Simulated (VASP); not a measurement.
Here is a VASP 6.6.1 calculation.

POSCAR

```
CSe2
1.0
    3.2862174370     -2.9035724905      0.0000000000
    3.2862174370      2.9035724905      0.0000000000
    0.0000000000      0.0000000000      8.8895226686
Se C
4 2
Direct
    0.2186206251      0.7813793749      0.8738593427
    0.7813793749      0.2186206251      0.1261406573
    0.2813793749      0.7186206251      0.3738593427
    0.7186206251      0.2813793749      0.6261406573
    0.0000000000      0.0000000000      0.0000000000
    0.5000000000      0.5000000000      0.5000000000
```

The input INCAR.step1:

```
ALGO = Normal
EDIFF = 1E-4
ENCUT = 520
GGA = PE
ISMEAR = -1
LASPH = T
LCHARG = F
LREAL = F
LWAVE = T
NBANDS = 25
NELM = 80
PREC = Accurate
SIGMA = 0.05
```

Contents of INCAR.step2:

```
ALGO = Normal
BPARAM = 11.95
CPARAM = 0.0093
EDIFF = 1E-7
ENCUT = 520
ISIF = 2
ISMEAR = -1
ISTART = 1
IVDW_NL = 2
LASPH = T
LCHARG = F
LMIXTAU = T
LREAL = F
LUSE_VDW = T
LWAVE = F
METAGGA = R2SCAN
NBANDS = 25
NELM = 80
PREC = Accurate
SIGMA = 0.05
```

Contents of KPOINTS:

```
k-points
0
Gamma
  6 6 3
```

Potentials or basis: VASP PAW PBE potentials, release 64 (Se, C).

The run is started by

```sh
$ cat potpaw_PBE.64/Se/POTCAR potpaw_PBE.64/C/POTCAR > POTCAR
$ cp INCAR.step1 INCAR
$ mpirun -np 1 vasp_std > vasp.out
$ cp INCAR.step2 INCAR
$ mpirun -np 1 vasp_std > vasp.out
```

Predict the pressure.

0.3 GPa.

Predict the band gap on the k mesh.

2.02 eV (least direct gap 2.27 eV).

What does it give for the largest force?

0.138 eV/Å.

Stress tensor (GPa, compression positive):
```
0.02 0.00 0.00
0.00 0.52 0.00
0.00 0.00 0.40
```

Caveat: the PAW data sets were made with another functional, which shifts forces and pressure a little; an odd mesh through Γ misses points on the zone boundary, where band edges can lie.
